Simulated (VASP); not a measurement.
# Ag (Fm-3m) in VASP: single point with LDA

Aim: the single point of Ag with LDA.

Everything below comes from runs of VASP 6.6.1. Logs are shortened: lines on timing, memory, paths and dates and some standing lists are left out, and cuts for length are marked.

**1. The cell of the first run**

It takes space group Fm-3m (No. 225, cubic). Conventional cell: a = 4.086 Å, b = 4.086 Å, c = 4.086 Å, α = 90.00°, β = 90.00°, γ = 90.00°. Ag (site symmetry m-3m) has 12 Ag at 2.89 Å within 3.8 Å.

**2. Single point, LDA**

INCAR

```
SYSTEM = Ag
PREC = Accurate
ENCUT = 500
EDIFF = 1E-6
ISMEAR = 0
SIGMA = 0.1
LREAL = .FALSE.
LASPH = .TRUE.
NELM = 120
ALGO = Normal
ISIF = 2
LWAVE = .FALSE.
LCHARG = .FALSE.
GGA = CA
NBANDS = 12
GGA_COMPAT = .FALSE.
```

KPOINTS

```
Automatic mesh
0
G
  8 8 8
  0 0 0
```

POSCAR

```
Ag
1.0
    0.0000000000      2.0431000000      2.0431000000
    2.0431000000      0.0000000000      2.0431000000
    2.0431000000      2.0431000000      0.0000000000
Ag
1
Direct
    0.0000000000      0.0000000000      0.0000000000
```

Potentials or basis: VASP PAW LDA potentials, release 64 (Ag).

On the command line:

```console
$ cat potpaw_LDA.64/Ag/POTCAR > POTCAR
$ mpirun -np 1 vasp_std > vasp.out
```

OUTCAR:

```text
SYSTEM = Ag
   PREC = Accurate
   ENCUT = 500
   EDIFF = 1E-6
   ISMEAR = 0
   LREAL = .FALSE.
   LASPH = .TRUE.
   NELM = 120
   ISIF = 2
   GGA = CA

 ion  position               nearest neighbor table
   1  0.000  0.000  0.000-

  LATTYP: Found a face centered cubic cell.
 ALAT       =     4.0862000000

  Lattice vectors:

 A1 = (   0.0000000000,   2.0431000000,   2.0431000000)
 A2 = (   2.0431000000,   0.0000000000,   2.0431000000)
 A3 = (   2.0431000000,   2.0431000000,   0.0000000000)

Analysis of symmetry for initial positions (statically):
=====================================================================
 Subroutine PRICEL returns:
 Original cell was already a primitive cell.

 Routine SETGRP: Setting up the symmetry group for a
 face centered cubic supercell.

 Subroutine GETGRP returns: Found 48 space group operations
 (whereof 48 operations were pure point group operations)
 out of a pool of 48 trial point group operations.

The static configuration has the point symmetry O_h .

Analysis of symmetry for dynamics (positions and initial velocities):
=====================================================================
 Subroutine PRICEL returns:
 Original cell was already a primitive cell.

 Routine SETGRP: Setting up the symmetry group for a
 face centered cubic supercell.

 Subroutine GETGRP returns: Found 48 space group operations
 (whereof 48 operations were pure point group operations)
 out of a pool of 48 trial point group operations.

The dynamic configuration has the point symmetry O_h .

 Subroutine INISYM returns: Found 48 space group operations
 (whereof 48 operations are pure point group operations),
 and found     1 'primitive' translations

----------------------------------------------------------------------------------------

                                     Primitive cell

  volume of cell :      17.0569

  direct lattice vectors                    reciprocal lattice vectors
     0.000000000  2.043100000  2.043100000    -0.244726151  0.244726151  0.244726151
     2.043100000  0.000000000  2.043100000     0.244726151 -0.244726151  0.244726151
     2.043100000  2.043100000  0.000000000     0.244726151  0.244726151 -0.244726151

  length of vectors
     2.889379729  2.889379729  2.889379729     0.423878128  0.423878128  0.423878128

  position of ions in fractional coordinates (direct lattice)
     0.000000000  0.000000000  0.000000000

  ion indices of the primitive-cell ions
   primitive index   ion index
                 1           1

----------------------------------------------------------------------------------------

 KPOINTS: Automatic mesh

Automatic generation of k-mesh.
 Grid dimensions read from file:
 generate k-points for:    8    8    8

 Generating k-lattice:

  Cartesian coordinates                     Fractional coordinates (reciprocal lattice)
    -0.030590769  0.030590769  0.030590769     0.125000000  0.000000000  0.000000000
     0.030590769 -0.030590769  0.030590769     0.000000000  0.125000000  0.000000000
     0.030590769  0.030590769 -0.030590769     0.000000000  0.000000000  0.125000000

  Length of vectors
     0.052984766  0.052984766  0.052984766

  Shift w.r.t. Gamma in fractional coordinates (k-lattice)
     0.000000000  0.000000000  0.000000000

 Subroutine IBZKPT returns following result:
 ===========================================

 Found     29 irreducible k-points:

 Following reciprocal coordinates:
            Coordinates               Weight
  0.000000  0.000000  0.000000      1.000000
  0.125000  0.000000  0.000000      8.000000
  0.250000  0.000000  0.000000      8.000000
  0.375000  0.000000  0.000000      8.000000
  0.500000  0.000000  0.000000      4.000000
  0.125000  0.125000  0.000000      6.000000
[... 16 lines left out ...]
  0.500000  0.250000  0.125000     48.000000
 -0.375000  0.250000  0.125000     24.000000
 [... further k-points ...]
   k-points           NKPTS =     29   k-points in BZ     NKDIM =     29   number of bands    NBANDS=     12
   number of dos      NEDOS =    301   number of ions     NIONS =      1
   total plane-waves  NPLWV =  13824
   dimension x,y,z NGX =    24 NGY =   24 NGZ =   24
   dimension x,y,z NGXF=    48 NGYF=   48 NGZF=   48
   ions per type =               1
   NGX,Y,Z   is equivalent  to a cutoff of  13.81, 13.81, 13.81 a.u.
   NGXF,Y,Z  is equivalent  to a cutoff of  27.62, 27.62, 27.62 a.u.
 SYSTEM =  Ag
   PREC   = accura    normal or accurate (medium, high low for compatibility)
   ISTART =      0    job   : 0-new  1-cont  2-samecut
   ICHARG =      2    charge: 1-file 2-atom 10-const
   ISPIN  =      1    spin polarized calculation?
   LNONCOLLINEAR =      F non collinear calculations
   LSORBIT =      F    spin-orbit coupling
   LASPH  =      T    aspherical Exc in radial PAW
   ENCUT  =  500.0 eV  36.75 Ry    6.06 a.u.   5.27  5.27  5.27*2*pi/ulx,y,z
   NELM   =    120;   NELMIN=  2; NELMDL= -5     # of ELM steps
   EDIFF  = 0.1E-05   stopping-criterion for ELM
   LREAL  =      F    real-space projection
   EDIFFG = 0.1E-04   stopping-criterion for IOM
   NSW    =      0    number of steps for IOM
   IBRION =     -1    ionic relax: 0-MD 1-quasi-New 2-CG
   NFREE  =      0    steps in history (QN), initial steepest desc. (CG)
   ISIF   =      2    stress and relaxation
   ISYM   =      2    0-nonsym 1-usesym 2-fastsym
   POTIM  = 0.5000    time-step for ionic-motion
   TEBEG  =    0.0;   TEEND  =   0.0 temperature during run
   PSTRESS=    0.0 pullay stress
   NELECT =      11.0000    total number of electrons
   NUPDOWN=      -1.0000    fix difference up-down
   EMIN   =  10.00;   EMAX   =-10.00  energy-range for DOS
   EFERMI =   0.00;   METHOD = LEGACY
   ISMEAR =     0;   SIGMA  =   0.10  broadening in eV -4-tet -1-fermi 0-gaus
   EFERMI_NEDOS =   21; number of points for ismear=-14 and -15
   IALGO  =     38    algorithm
   IMIX   =      4    mixing-type and parameters
     AMIX     =   0.40;   BMIX     =  1.00
     AMIX_MAG =   1.60;   BMIX_MAG =  1.00
  volume/ion in A,a.u.               =      17.06       115.11
  Fermi-wavevector in a.u.,A,eV,Ry     =   1.414402  2.672832 27.218893  2.000532
  Thomas-Fermi vector in A             =   2.535948
   LORBIT       =      0    0 simple, 1 ext, 2 COOP (PROOUT), +10 PAW based schemes
   GGA     = CA    functional components
   LHFCALC =     F    Hartree Fock is set to
   AEXX    =    0.0000 exact exchange contribution
   IVDW    =     0    specifies the selected vdW correction
   LEPSILON=     F    determine dielectric tensor
   LRPA    =     F    only Hartree local field effects (RPA)
 non-spin polarized calculation
 Gauss-broadening in eV      SIGMA  =   0.10
  energy-cutoff  :      500.00
  volume of cell :       17.06
 maximum number of plane-waves:       445
 NGX is ok and might be reduce to    24
   NGX = 11   NGY = 11   NGZ = 11

 number of electron      10.9999999 magnetization

 Free energy of the ion-electron system (eV)
  ---------------------------------------------------
  ext. energy  EPLUGINS =         0.00000000
  ---------------------------------------------------
  free energy    TOTEN  =        -3.72853046 eV

  energy without entropy =       -3.72549530  energy(sigma->0) =       -3.72701288

 E-fermi :   7.9425     XC(G=0): -12.5802

 val. band max:        7.8679153062   @ k =   0.5000   0.2500   0.1250
 cond. band min:       8.3432028389   @ k =   0.5000   0.3750   0.1250
 fundamental gap:      0.4752875327
 Fermi energy:         7.9424921597

 k-point     1 :       0.0000    0.0000    0.0000
  band No.  band energies     occupation
      1       0.3164      2.00000
      2       3.3772      2.00000
      3       3.3772      2.00000
      4       3.3772      2.00000
      5       4.4318      2.00000
      6       4.4318      2.00000
      7      24.1611      0.00000
      8      27.6617      0.00000
      9      27.6617      0.00000
     10      27.6617      0.00000
     11      32.6786      0.00000
     12      33.6565      0.00000

 k-point     2 :       0.1250    0.0000    0.0000
  band No.  band energies     occupation
      1       0.7881      2.00000
      2       3.2871      2.00000
      3       3.4967      2.00000
      4       3.4967      2.00000
      5       4.3968      2.00000
      6       4.3968      2.00000
      7      23.6777      0.00000
      8      25.2610      0.00000
      9      27.8290      0.00000
     10      27.8290      0.00000
     11      31.5699      0.00000
     12      32.9549      0.00000

 k-point     3 :       0.2500    0.0000    0.0000
  band No.  band energies     occupation
      1       1.7196      2.00000
      2       3.5817      2.00000
      3       3.5817      2.00000
      4       3.5899      2.00000
      5       4.5560      2.00000
      6       4.5560      2.00000
      7      19.2495      0.00000
      8      24.7694      0.00000
      9      27.6879      0.00000
     10      27.6879      0.00000
     11      30.9942      0.00000
     12      31.3895      0.00000
[... 286 lines left out ...]
 k-point    23 :       0.5000    0.2500    0.1250
  band No.  band energies     occupation
      1       2.4825      2.00000
      2       3.0726      2.00000
      3       3.3992      2.00000
      4       4.1663      2.00000
      5       4.9418      2.00000
      6       7.8679      1.70843
      7      15.4619      0.00000
      8      19.8652      0.00000
      9      22.2080      0.00000
     10      27.1673      0.00000
     11      30.6728      0.00000
     12      34.1123      0.00000

 k-point    24 :      -0.3750    0.2500    0.1250
  band No.  band energies     occupation
      1       2.4256      2.00000
      2       2.9268      2.00000
      3       3.8105      2.00000
      4       3.9900      2.00000
      5       5.1585      2.00000
      6      10.4211      0.00000
      7      12.0414      0.00000
      8      20.4633      0.00000
      9      20.7189      0.00000
     10      26.5663      0.00000
     11      31.3714      0.00000
     12      35.3776      0.00000

 [... further k-points ...]
[... 5 lines left out ...]
  --------------------------------------------------------------------------------------
  -------------------------------------------------------------------------------------
  Total       -0.6993548     -0.6993548     -0.6993548      0.0000000      0.0000000     -0.0000000
  in kB      -65.6915190    -65.6915190    -65.6915190      0.0000000      0.0000000     -0.0000000
  external PRESSURE =     -65.6915190 kB  Pullay stress =       0.0000000 kB

 VOLUME and BASIS-vectors are now :
 -----------------------------------------------------------------------------
  energy-cutoff  :      500.00
  volume of cell :       17.06
      direct lattice vectors                 reciprocal lattice vectors
     0.000000000  2.043100000  2.043100000    -0.244726151  0.244726151  0.244726151
     2.043100000  0.000000000  2.043100000     0.244726151 -0.244726151  0.244726151
     2.043100000  2.043100000  0.000000000     0.244726151  0.244726151 -0.244726151

 POSITION                                       TOTAL-FORCE (eV/Angst)
 -----------------------------------------------------------------------------------
      0.00000      0.00000      0.00000         0.000000      0.000000      0.000000
 -----------------------------------------------------------------------------------
    total drift:                               -0.000000      0.000000     -0.000000

  FREE ENERGIE OF THE ION-ELECTRON SYSTEM (eV)
  ---------------------------------------------------
  free  energy   TOTEN  =        -3.7285304628 eV

  energy  without entropy=       -3.7254953034  energy(sigma->0) =       -3.72701288
```

Run time: 4.2 s. Hardware: 1 thread of Intel Xeon Platinum 8488C (Sapphire Rapids), shared host; peak memory 0.12 GiB.

Results:

| Property | Result |
| --- | --- |
| Free energy | -3.7285 eV |
| Pressure | -6.6 GPa |
